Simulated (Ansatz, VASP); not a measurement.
## Mo in VASP and in Ansatz

```xyz
5
Lattice="4.4701 0.0000 0.0000 -2.2351 3.8712 0.0000 0.0000 0.0000 19.6498" Properties=species:S:1:pos:R:3 pbc="T T T"
Mo    3.3526    0.6452    8.2634
Mo   -1.1175    3.2260    8.9833
Mo    1.1175    1.9356    9.8249
Mo    3.3526    0.6452   10.6665
Mo   -1.1175    3.2260   11.3864
```

Alike in both runs: functional PBE; k mesh 10 × 10 × 1; occupations fermi-dirac, width 0.1 eV; no spin polarisation.

Ansatz relaxed the structure, and its values are those at the end. VASP's run is a single point on that final structure, the one shown.

```csv
,VASP,Ansatz
version,VASP 6.6.1,Ansatz 0.2.0
potentials or method,"VASP PAW PBE potentials, release 64 (Mo_sv)","PAW with Ansatz's default frozen-core files, scalar-relativistic"
plane-wave cutoff (eV),520,420
valence electrons in the cell,70,70
```

|  | VASP | Ansatz | Ansatz less VASP |
| --- | --- | --- | --- |
| rms of the force components (eV/Å) | 0.034 | 0.000 | -0.0335 |

Ansatz's warnings: stress scf threshold loose.
